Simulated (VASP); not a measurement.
CO, 8 atoms in the cell. It takes space group P2_13 (No. 198, cubic). The conventional cell has a = 5.630 Å, b = 5.630 Å, c = 5.630 Å, α = 90.00°, β = 90.00°, γ = 90.00°. Within 1.4 Å of C (site symmetry 3) lie 1 O at 1.06 Å. Within 1.4 Å of O (site symmetry 3) lie 1 C at 1.06 Å. 

```yaml
Program: VASP 6.6.1
Task: single point
Functional: r2SCAN
Potentials_or_basis: VASP PAW PBE potentials, release 64 (C, O)
Cutoff: 520 eV
k_mesh: 3 × 3 × 3
Occupations: methfessel-paxton, width 0.2125 eV
Spin: no spin polarisation
Dipole_correction: no
Further_INCAR_settings: ALGO = Normal; EDIFF = 1e-06; NBANDS = 30
```

Potentials or basis: VASP PAW PBE potentials, release 64 (C, O).

Launch:

```console
$ cat potpaw_PBE.64/C/POTCAR potpaw_PBE.64/O/POTCAR > POTCAR
$ cp INCAR.step1 INCAR
$ mpirun -np 1 vasp_std > vasp.out
$ cp INCAR.step2 INCAR
$ mpirun -np 1 vasp_std > vasp.out
```

Hardware: 1 thread of Intel Xeon 6975P-C, on a shared host.

**Question.** Estimate the wall time of this run.

**Answer.** It took 76 s on 1 thread of Intel Xeon 6975P-C, on a shared host, peak memory 0.27 GiB. Counts: k points 4.
